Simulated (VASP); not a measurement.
Here is a VASP 6.6.1 calculation.

INCAR

```
SYSTEM = Pt
PREC     = Accurate       ! precision mode
ENCUT    = 520            ! plane-wave cutoff, eV
EDIFF    = 1E-6           ! SCF threshold, eV
ISMEAR   = -1             ! smearing method
SIGMA    = 0.05           ! smearing width, eV
LREAL    = .False.        ! projectors in reciprocal space
LASPH    = .True.         ! aspherical terms in the spheres
NELM     = 150            ! most SCF steps
ALGO     = Normal         ! electronic algorithm
ISIF     = 2              ! what is computed and relaxed
LWAVE    = .False.        ! write WAVECAR
LCHARG   = .True.         ! write CHGCAR
MAGMOM   = 0 0 1          ! initial moments
LORBIT   = 11             ! projections on sites
LSORBIT  = .True.         ! spin-orbit coupling
GGA_COMPAT= .False.      
LORBMOM  = .True.       
LMAXMIX  = 4              ! l up to which the mixer works
GGA      = B5             ! functional
ALDAX    = 1.0          
AGGAX    = 1.0          
AGGAC    = 1.0          
ALDAC    = 0.0          
LVHAR    = .True.       
NBANDS   = 21             ! bands
```

Contents of KPOINTS:

```
Automatic mesh
0
Gamma
  13 13 13
  0 0 0
```

The input POSCAR:

```
Pt
1.0
    0.0000000000      2.0255415880      2.0255415880
    2.0255415880      0.0000000000      2.0255415880
    2.0255415880      2.0255415880      0.0000000000
Pt
1
Direct
    0.0000000000      0.0000000000      0.0000000000
```

Potentials or basis: VASP PAW PBE potentials, release 64 (Pt).

Command:

```sh
$ cat potpaw_PBE.64/Pt/POTCAR > POTCAR
$ mpirun -np 1 vasp_ncl > vasp.out
```

What does it give for the pressure?

2.0 GPa.

Predict the net moment.

0.01 μB per cell.

Moments on the atoms (μB; x, y, z):
```
Pt  0.00 0.00 0.01
```

Caveat: the PAW data sets were made with another functional, which shifts forces and pressure a little.
